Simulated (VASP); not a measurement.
PtSe2, 6 atoms in the cell. The cell holds a slab with vacuum, 6 atoms: a = 3.707 Å, b = 3.707 Å, c = 22.798 Å, α = 90.00°, β = 90.00°, γ = 120.00°.  This cell differs from its parent crystal: layers slid over each other, then relaxed in part.

```yaml
Program: VASP 6.6.1
Task: single point
Functional: PBE
Dispersion: D3(BJ)
Potentials_or_basis: VASP PAW PBE potentials, release 64 (Se, Pt)
Cutoff: 520 eV
k_mesh: 9 × 9 × 1
Occupations: gaussian, width 0.05 eV
Spin: no spin polarisation
Dipole_correction: yes
Further_INCAR_settings: ALGO = Normal; EDIFF = 1e-07; NBANDS = 31
```

Potentials or basis: VASP PAW PBE potentials, release 64 (Se, Pt).

The run is started by

```bash
$ cat potpaw_PBE.64/Se/POTCAR potpaw_PBE.64/Pt/POTCAR > POTCAR
$ mpirun -np 1 vasp_std > vasp.out
```

Hardware: 1 thread of Intel(R) Xeon(R) Platinum 8488C (Sapphire Rapids) (shared host).

How long does it take, and how much memory?

It took 6.3 min on 1 thread of Intel(R) Xeon(R) Platinum 8488C (Sapphire Rapids), on a shared host, peak memory 0.48 GiB. Counts: scf iterations 26, k points 25.
